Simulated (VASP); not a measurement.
# InP3 (R-3m) in VASP: further runs, part 2 of 2

VASP 6.6.1. Earlier steps stand in the parts before.

## Step 4: Single point, PBEsol (strain +0.000 along x and y, +0.040 along z)

INCAR

```
SYSTEM = InP3
  PREC = Accurate
  ENCUT = 520
  EDIFF = 1E-6
  ISMEAR = 0
  SIGMA = 0.15
  LREAL = .FALSE.
  LASPH = .TRUE.
  NELM = 60
  ALGO = Normal
  ISIF = 2
  LWAVE = .FALSE.
  LCHARG = .FALSE.
  GGA = PS
  NBANDS = 38
```

KPOINTS

```
regular mesh
0
G
  6 6 6
  0 0 0
```

POSCAR

```
InP3
1.0
    3.7149867798      2.1448486173      3.4105513325
   -3.7149867798      2.1448486173      3.4105513325
    0.0000000000     -4.2896972347      3.4105513324
In P
2 6
Direct
    0.2732789115      0.2732789115      0.2732789115
    0.7267210885      0.7267210885      0.7267210885
    0.7947108827      0.2411926280      0.7947108827
    0.7947108827      0.7947108827      0.2411926280
    0.2411926280      0.7947108827      0.7947108827
    0.2052891173      0.7588073720      0.2052891173
    0.7588073720      0.2052891173      0.2052891173
    0.2052891173      0.2052891173      0.7588073720
```

Potentials or basis: VASP PAW PBE potentials, release 64 (In_d, P).

Launch:

```bash
cat potpaw_PBE.64/In_d/POTCAR potpaw_PBE.64/P/POTCAR > POTCAR
mpirun -np 1 vasp_std > vasp.out
```

OUTCAR:

```text
SYSTEM = InP3
   PREC = Accurate
   ENCUT = 520
   EDIFF = 1E-6
   ISMEAR = 0
   LREAL = .FALSE.
   LASPH = .TRUE.
   NELM = 60
   ISIF = 2
   GGA = PS

 ion  position               nearest neighbor table
   1  0.273  0.273  0.273-   8 2.66   7 2.66   6 2.66   8 2.93   6 2.93   7 2.93
   2  0.727  0.727  0.727-   4 2.66   3 2.66   5 2.66   4 2.93   5 2.93   3 2.93
   3  0.795  0.241  0.795-   7 2.24   8 2.24   2 2.66   2 2.93
   4  0.795  0.795  0.241-   6 2.24   7 2.24   2 2.66   2 2.93
   5  0.241  0.795  0.795-   6 2.24   8 2.24   2 2.66   2 2.93
   6  0.205  0.759  0.205-   5 2.24   4 2.24   1 2.66   1 2.93
   7  0.759  0.205  0.205-   3 2.24   4 2.24   1 2.66   1 2.93
   8  0.205  0.205  0.759-   3 2.24   5 2.24   1 2.66   1 2.93

  LATTYP: Found a trigonal (rhomboedric) cell.
 ALAT       =     5.4802703179
 COS(alpha) =     0.0809469532

  Lattice vectors:

 A1 = (   3.7149867798,   2.1448486173,   3.4105513325)
 A2 = (  -3.7149867798,   2.1448486173,   3.4105513325)
 A3 = (   0.0000000000,  -4.2896972347,   3.4105513324)

Analysis of symmetry for initial positions (statically):
=====================================================================
 Subroutine PRICEL returns:
 Original cell was already a primitive cell.

 Routine SETGRP: Setting up the symmetry group for a
 trigonal (rhombohedral) supercell.

 Subroutine GETGRP returns: Found 12 space group operations
 (whereof 12 operations were pure point group operations)
 out of a pool of 12 trial point group operations.

The static configuration has the point symmetry D_3d.

Analysis of symmetry for dynamics (positions and initial velocities):
=====================================================================
 Subroutine PRICEL returns:
 Original cell was already a primitive cell.

 Routine SETGRP: Setting up the symmetry group for a
 trigonal (rhombohedral) supercell.

 Subroutine GETGRP returns: Found 12 space group operations
 (whereof 12 operations were pure point group operations)
 out of a pool of 12 trial point group operations.

The dynamic configuration has the point symmetry D_3d.

 Subroutine INISYM returns: Found 12 space group operations
 (whereof 12 operations are pure point group operations),
 and found     1 'primitive' translations

----------------------------------------------------------------------------------------

                                     Primitive cell

  volume of cell :     163.0534

  direct lattice vectors                    reciprocal lattice vectors
     3.714986780  2.144848617  3.410551332     0.134589981  0.077705562  0.097735909
    -3.714986780  2.144848617  3.410551332    -0.134589981  0.077705562  0.097735909
     0.000000000 -4.289697235  3.410551332     0.000000000 -0.155411123  0.097735909

  length of vectors
     5.480270318  5.480270318  5.480270318     0.183589011  0.183589011  0.183589011

  position of ions in fractional coordinates (direct lattice)
     0.273278912  0.273278912  0.273278912
     0.726721088  0.726721088  0.726721088
     0.794710883  0.241192628  0.794710883
     0.794710883  0.794710883  0.241192628
     0.241192628  0.794710883  0.794710883
     0.205289117  0.758807372  0.205289117
[... 46 lines left out ...]
  0.166667  0.166667 -0.000000      6.000000
  0.333333  0.166667 -0.000000     12.000000
[... 16 lines left out ...]
  0.500000  0.500000  0.166667      6.000000
 -0.333333  0.500000  0.166667     12.000000
 [... further k-points ...]
   k-points           NKPTS =     32   k-points in BZ     NKDIM =     32   number of bands    NBANDS=     38
   number of dos      NEDOS =    301   number of ions     NIONS =      8
   total plane-waves  NPLWV =  74088
   dimension x,y,z NGX =    42 NGY =   42 NGZ =   42
   dimension x,y,z NGXF=    84 NGYF=   84 NGZF=   84
   ions per type =               2   6
   NGX,Y,Z   is equivalent  to a cutoff of  12.74, 12.74, 12.74 a.u.
   NGXF,Y,Z  is equivalent  to a cutoff of  25.48, 25.48, 25.48 a.u.
 SYSTEM =  InP3
   PREC   = accura    normal or accurate (medium, high low for compatibility)
   ISTART =      0    job   : 0-new  1-cont  2-samecut
   ICHARG =      2    charge: 1-file 2-atom 10-const
   ISPIN  =      1    spin polarized calculation?
   LNONCOLLINEAR =      F non collinear calculations
   LSORBIT =      F    spin-orbit coupling
   LASPH  =      T    aspherical Exc in radial PAW
   ENCUT  =  520.0 eV  38.22 Ry    6.18 a.u.  10.19 10.19 10.19*2*pi/ulx,y,z
   NELM   =     60;   NELMIN=  2; NELMDL= -5     # of ELM steps
   EDIFF  = 0.1E-05   stopping-criterion for ELM
   LREAL  =      F    real-space projection
   EDIFFG = 0.1E-04   stopping-criterion for IOM
   NSW    =      0    number of steps for IOM
   IBRION =     -1    ionic relax: 0-MD 1-quasi-New 2-CG
   NFREE  =      0    steps in history (QN), initial steepest desc. (CG)
   ISIF   =      2    stress and relaxation
   ISYM   =      2    0-nonsym 1-usesym 2-fastsym
   POTIM  = 0.5000    time-step for ionic-motion
   TEBEG  =    0.0;   TEEND  =   0.0 temperature during run
   PSTRESS=    0.0 pullay stress
   NELECT =      56.0000    total number of electrons
   NUPDOWN=      -1.0000    fix difference up-down
   EMIN   =  10.00;   EMAX   =-10.00  energy-range for DOS
   EFERMI =   0.00;   METHOD = LEGACY
   ISMEAR =     0;   SIGMA  =   0.15  broadening in eV -4-tet -1-fermi 0-gaus
   EFERMI_NEDOS =   21; number of points for ismear=-14 and -15
   IALGO  =     38    algorithm
   IMIX   =      4    mixing-type and parameters
     AMIX     =   0.40;   BMIX     =  1.00
     AMIX_MAG =   1.60;   BMIX_MAG =  1.00
  volume/ion in A,a.u.               =      20.38       137.54
  Fermi-wavevector in a.u.,A,eV,Ry     =   1.146465  2.166505 17.883263  1.314383
  Thomas-Fermi vector in A             =   2.283150
   LORBIT       =      0    0 simple, 1 ext, 2 COOP (PROOUT), +10 PAW based schemes
   GGA     = PS    functional components
   LHFCALC =     F    Hartree Fock is set to
   AEXX    =    0.0000 exact exchange contribution
   IVDW    =     0    specifies the selected vdW correction
   LEPSILON=     F    determine dielectric tensor
   LRPA    =     F    only Hartree local field effects (RPA)
 non-spin polarized calculation
 Gauss-broadening in eV      SIGMA  =   0.15
  energy-cutoff  :      520.00
  volume of cell :      163.05
 maximum number of plane-waves:      4417
 NGX is ok and might be reduce to    42
   NGX = 21   NGY = 21   NGZ = 21

 number of electron      55.9999984 magnetization

 Free energy of the ion-electron system (eV)
  ---------------------------------------------------
  ext. energy  EPLUGINS =         0.00000000
  ---------------------------------------------------
  free energy    TOTEN  =       -41.26525607 eV

  energy without entropy =      -41.25758551  energy(sigma->0) =      -41.26142079

 E-fermi :   6.4230     XC(G=0): -10.2113

 val. band max:        6.2561297418   @ k =   0.3333   0.3333   0.1667
 cond. band min:       6.4590007882   @ k =   0.5000   0.5000  -0.0000
 fundamental gap:      0.2028710464
 Fermi energy:         6.4230455482

 k-point     1 :       0.0000    0.0000    0.0000
  band No.  band energies     occupation
      1      -7.9935      2.00000
      2      -7.9935      2.00000
      3      -7.8743      2.00000
      4      -7.8743      2.00000
      5      -7.7922      2.00000
      6      -7.7794      2.00000
[... 973 lines left out ...]
     37      10.8678      0.00000
     38      11.1260      0.00000

 [... further k-points ...]

------------------------ aborting loop because EDIFF is reached ----------------------------------------

  FORCE on cell =-STRESS in cart. coord.  units (eV):
  Direction    XX          YY          ZZ          XY          YZ          ZX
  --------------------------------------------------------------------------------------
  -------------------------------------------------------------------------------------
  Total       -1.7156045     -1.7156045     -4.2475713      0.0000000      0.0000000      0.0000000
  in kB      -16.8576875    -16.8576875    -41.7370264      0.0000000      0.0000000      0.0000000
  external PRESSURE =     -25.1508005 kB  Pullay stress =       0.0000000 kB

 VOLUME and BASIS-vectors are now :
 -----------------------------------------------------------------------------
  energy-cutoff  :      520.00
  volume of cell :      163.05
      direct lattice vectors                 reciprocal lattice vectors
     3.714986780  2.144848617  3.410551332     0.134589981  0.077705562  0.097735909
    -3.714986780  2.144848617  3.410551332    -0.134589981  0.077705562  0.097735909
     0.000000000 -4.289697235  3.410551332     0.000000000 -0.155411123  0.097735909

 POSITION                                       TOTAL-FORCE (eV/Angst)
 -----------------------------------------------------------------------------------
      0.00000     -0.00000      2.79610        -0.000000     -0.000000      0.013371
      0.00000     -0.00000      7.43556        -0.000000      0.000000     -0.013371
      2.05631     -1.18721      6.24340         0.096160     -0.055518      0.398288
      0.00000      2.37443      6.24340        -0.000000      0.111036      0.398288
     -2.05631     -1.18721      6.24340        -0.096160     -0.055518      0.398288
     -2.05631      1.18721      3.98825        -0.096160      0.055518     -0.398288
      2.05631      1.18721      3.98825         0.096160      0.055518     -0.398288
      0.00000     -2.37443      3.98825        -0.000000     -0.111036     -0.398288
 -----------------------------------------------------------------------------------
    total drift:                               -0.000000      0.000000     -0.000000

  FREE ENERGIE OF THE ION-ELECTRON SYSTEM (eV)
  ---------------------------------------------------
  free  energy   TOTEN  =       -41.2652560745 eV

  energy  without entropy=      -41.2575855116  energy(sigma->0) =      -41.26142079
```

It took 3 min on 1 thread of Intel Xeon Platinum 8488C (Sapphire Rapids), shared host; peak memory 0.34 GiB.

Results:

* Free energy: -41.2653 eV
* Pressure: -2.5 GPa
* Largest force: 0.413 eV/Å
* Band gap on the k mesh: zero (bands 28 and 29 overlap by 0.70 eV)

Forces on the atoms (eV/Å):
```
In   0.000  0.000  0.013
In   0.000  0.000 -0.013
P    0.096 -0.056  0.398
P    0.000  0.111  0.398
P   -0.096 -0.056  0.398
P   -0.096  0.056 -0.398
P    0.096  0.056 -0.398
P    0.000 -0.111 -0.398
```

Caveat: the cell differs from its parent crystal (strain +0.000 along x and y, +0.040 along z); semilocal functionals underestimate gaps, so a narrow gap can read as zero; the PAW data sets were made with another functional, which shifts forces and pressure a little; spin-orbit coupling is left out, which moves the levels of the heavy elements.

## Step 5: Single point, PBEsol (strain +0.040 along x and y, -0.040 along z)

INCAR

```
ALGO = Normal
EDIFF = 1E-6
ENCUT = 520
GGA = PS
ISIF = 2
ISMEAR = 0
LASPH = T
LCHARG = F
LREAL = F
LWAVE = F
NBANDS = 38
NELM = 80
PREC = Accurate
SIGMA = 0.15
```

KPOINTS

```
k-points
0
Gamma
  6 6 6
```

POSCAR, as its differences from that of step 4:

```diff
@@ -2,5 +2,5 @@
 1.0
-    3.7149867798      2.1448486173      3.4105513325
-   -3.7149867798      2.1448486173      3.4105513325
-    0.0000000000     -4.2896972347      3.4105513324
+    3.8635862510      2.2306425620      3.1482012300
+   -3.8635862510      2.2306425620      3.1482012300
+    0.0000000000     -4.4612851241      3.1482012299
 In P
```

Launch:

```bash
cat potpaw_PBE.64/In_d/POTCAR potpaw_PBE.64/P/POTCAR > POTCAR
mpirun -np 1 vasp_std > vasp.out
```

Wall time 2.7 min (1 thread of Intel Xeon Platinum 8488C (Sapphire Rapids), shared host); peak memory 0.34 GiB.

Results (log left out):

```yaml
Free_energy: -41.0820 eV
Pressure: -4.0 GPa
Largest_force: 0.373 eV/Å
Band_gap_on_the_k_mesh: zero (bands 28 and 29 overlap by 0.52 eV)
```

Forces in eV/Å, atoms in the order of the input:
```
In   0.000  0.000  0.020
In   0.000  0.000 -0.020
P    0.317 -0.183  0.069
P    0.000  0.366  0.069
P   -0.317 -0.183  0.069
P   -0.317  0.183 -0.069
P    0.317  0.183 -0.069
P    0.000 -0.366 -0.069
```

Stress tensor (GPa, compression positive):
```
-6.23  0.00  0.00
 0.00 -6.23  0.00
 0.00  0.00  0.31
```

Levels at points of the mesh, in eV from the Fermi level:
| k point | band 25 | band 26 | band 27 | band 28 | band 29 | band 30 | band 31 | band 32 |
| --- | --- | --- | --- | --- | --- | --- | --- | --- |
| (0.00, 0.00, 0.00) | -2.20 | -2.12 | -0.96 | -0.96 | -0.37 | 0.27 | 2.15 | 2.37 |
| (0.50, 0.00, 0.00) | -2.05 | -1.79 | -0.97 | -0.84 | 0.27 | 2.33 | 2.58 | 2.91 |
| (0.50, 0.50, 0.00) | -1.23 | -0.68 | -0.53 | 0.00 | 0.97 | 1.23 | 2.21 | 2.42 |
| (0.50, 0.50, 0.50) | -0.06 | -0.06 | 0.06 | 0.06 | 0.85 | 1.54 | 1.54 | 2.03 |

Caveat: the cell differs from its parent crystal (strain +0.040 along x and y, -0.040 along z); the cell stands under tension; semilocal functionals underestimate gaps, so a narrow gap can read as zero; the PAW data sets were made with another functional, which shifts forces and pressure a little; spin-orbit coupling is left out, which moves the levels of the heavy elements.

## Step 6: Single point, PBEsol (strain +0.080 along x and y, -0.080 along z)

INCAR

```
SYSTEM = InP3
ALGO = Normal ; EDIFF = 1E-6
ENCUT = 520 ; GGA = PS
ISIF = 2 ; ISMEAR = 0
LASPH = .TRUE. ; LCHARG = .FALSE.
LREAL = .FALSE. ; LWAVE = .FALSE.
NBANDS = 38 ; NELM = 80
PREC = Accurate ; SIGMA = 0.15
```

KPOINTS

```
k-points
0
G
  6 6 6
  0 0 0
```

POSCAR, as its differences from that of step 5:

```diff
@@ -2,5 +2,5 @@
 1.0
-    3.8635862510      2.2306425620      3.1482012300
-   -3.8635862510      2.2306425620      3.1482012300
-    0.0000000000     -4.4612851241      3.1482012299
+    4.0121857222      2.3164365067      3.0170261787
+   -4.0121857222      2.3164365067      3.0170261787
+    0.0000000000     -4.6328730135      3.0170261787
 In P
```

Potentials or basis: VASP PAW PBE potentials, release 64 (In_d, P).

Launch:

```bash
cat potpaw_PBE.64/In_d/POTCAR potpaw_PBE.64/P/POTCAR > POTCAR
mpirun -np 1 vasp_std > vasp.out
```

It took 3.5 min on 1 thread of Intel Xeon Platinum 8488C (Sapphire Rapids), shared host; peak memory 0.35 GiB.

Results (log left out):

```
Free energy            : -40.4043 eV
Pressure               : -6.9 GPa
Largest force          : 0.667 eV/Å
Band gap on the k mesh : zero (bands 28 and 29 overlap by 0.80 eV)
```

Forces in eV/Å, atoms in the order of the input:
```
In   0.000  0.000 -0.059
In   0.000  0.000  0.059
P    0.574 -0.331  0.069
P    0.000  0.663  0.069
P   -0.574 -0.331  0.069
P   -0.574  0.331 -0.069
P    0.574  0.331 -0.069
P    0.000 -0.663 -0.069
```

Stress tensor (GPa, compression positive):
```
-10.48   0.00   0.00
  0.00 -10.48   0.00
  0.00   0.00   0.38
```

Levels at points of the mesh, in eV from the Fermi level:
```
           k point  band 26  band 27  band 28  band 29  band 30  band 31
(0.00, 0.00, 0.00)    -2.07    -1.26    -1.26    -0.77     0.59     2.29
(0.50, 0.00, 0.00)    -1.68    -1.00    -0.67     0.14     1.89     2.34
(0.50, 0.50, 0.00)    -0.69    -0.57    -0.06     0.57     0.97     1.90
(0.50, 0.50, 0.50)    -0.19    -0.18    -0.18     0.01     1.31     1.31
```

Caveat: the cell differs from its parent crystal (strain +0.080 along x and y, -0.080 along z); the cell stands under tension; semilocal functionals underestimate gaps, so a narrow gap can read as zero; the PAW data sets were made with another functional, which shifts forces and pressure a little; spin-orbit coupling is left out, which moves the levels of the heavy elements.

## Step 7: Summary

| cell | gap on the mesh (eV) | pressure (GPa) | largest force (eV/Å) |
| --- | --- | --- | --- |
| a = 5.432 Å, angles 82.1°, 8 atoms | none | 2.6 | 0.47 |
| a = 5.386 Å, angles 91.7°, 8 atoms | none | -1.4 | 0.33 |
| a = 5.480 Å, angles 85.4°, 8 atoms | none | -2.5 | 0.41 |
| a = 5.460 Å, angles 90.1°, 8 atoms | none | -4.0 | 0.37 |
| a = 5.529 Å, angles 93.1°, 8 atoms | none | -6.9 | 0.67 |

Alike in all rows: task single point; level PBEsol; potentials or basis VASP PAW PBE potentials, release 64 (In_d, P); no spin polarisation; k mesh 6 × 6 × 6; cutoff (eV) 520; smearing gaussian 0.15 eV.

Caveats: semilocal functionals underestimate gaps, so a narrow gap can read as zero; the PAW data sets were made with another functional, which shifts forces and pressure a little; spin-orbit coupling is left out, which moves the levels of the heavy elements; the cell stands under tension (at least some runs).

Total energies depend on the potentials used, so only differences within one code and one set of settings carry meaning.
